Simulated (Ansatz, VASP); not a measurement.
## HfBe3 in VASP and in Ansatz

INCAR

```
  ALGO = Fast
  EDIFF = 1E-6
  EDIFFG = -0.01
  ENCUT = 600
  GGA = PE
  IBRION = 2
  ISIF = 3
  ISMEAR = 0
  LASPH = T
  LCHARG = F
  LREAL = F
  LWAVE = F
  NELM = 60
  NSW = 100
  PREC = Accurate
  SIGMA = 0.1
```

KPOINTS

```
k-points
0
Gamma
  12 12 12
```

POSCAR

```
HfBe3
1.0
    3.6756302692      0.0000000000      0.0000000000
    0.0000000000      3.6756302692      0.0000000000
    0.0000000000      0.0000000000      3.6756302692
Hf Be
1 3
Direct
    0.0000000000      0.0000000000      0.0000000000
    0.0000000000      0.5000000000      0.5000000000
    0.5000000000      0.0000000000      0.5000000000
    0.5000000000      0.5000000000      0.0000000000
```

Input for Ansatz:

```yaml
crystal:
  lattice:
    - [3.6756302692, 0.0, 0.0]
    - [0.0, 3.6756302692, 0.0]
    - [0.0, 0.0, 3.6756302692]
  atoms:
    - { symbol: Hf, position: [0.0, 0.0, 0.0] }
    - { symbol: Be, position: [0.0, 0.5, 0.5] }
    - { symbol: Be, position: [0.5, 0.0, 0.5] }
    - { symbol: Be, position: [0.5, 0.5, 0.0] }
basis:
  ecutwfc: 420
kpoints:
  mp_grid: { grid: [12, 12, 12] }
hamiltonian:
  xc: pbe
scf:
  occupations: { method: gaussian, width: 0.1 }
output:
  forces: true
  stress: true
  eigenvalues: true
  write_density: true
  write_potential: true
  elf: true
  volumetric_format: npy
relax:
  adjacent_minimum: "off"
  f_tol: 0.01
  max_steps: 80
  cell: { stress_tol: 0.05 }
```

Alike in both runs: task relaxation of cell and atoms; functional PBE; k mesh 12 × 12 × 12; occupations gaussian, width 0.1 eV; no spin polarisation.

```csv
,VASP,Ansatz
version,VASP 6.6.1,Ansatz 0.2.0
potentials or method,"VASP PAW PBE potentials, release 64 (Hf_pv, Be), cutoff 600 eV","scalar-relativistic, plane waves, PAW"
valence electrons in the cell,16,32
```

|  | VASP | Ansatz | Ansatz less VASP |
| --- | --- | --- | --- |
| gap on the k mesh at the Fermi level, each at its own relaxed structure (eV) | none | none | - |
| relaxed volume (Å³/atom) | 12.46 | 12.43 | -0.024 |
| relaxed cell length with the largest relative difference (Å) | 3.680 | 3.677 | -0.0024 |

A gap of «none» marks a metal or a gap that the smearing closes. VASP's potentials hold 16 valence electrons a cell and Ansatz's 32, so a difference there can come from the potentials and not from the codes.

Neither program's run includes spin-orbit coupling.
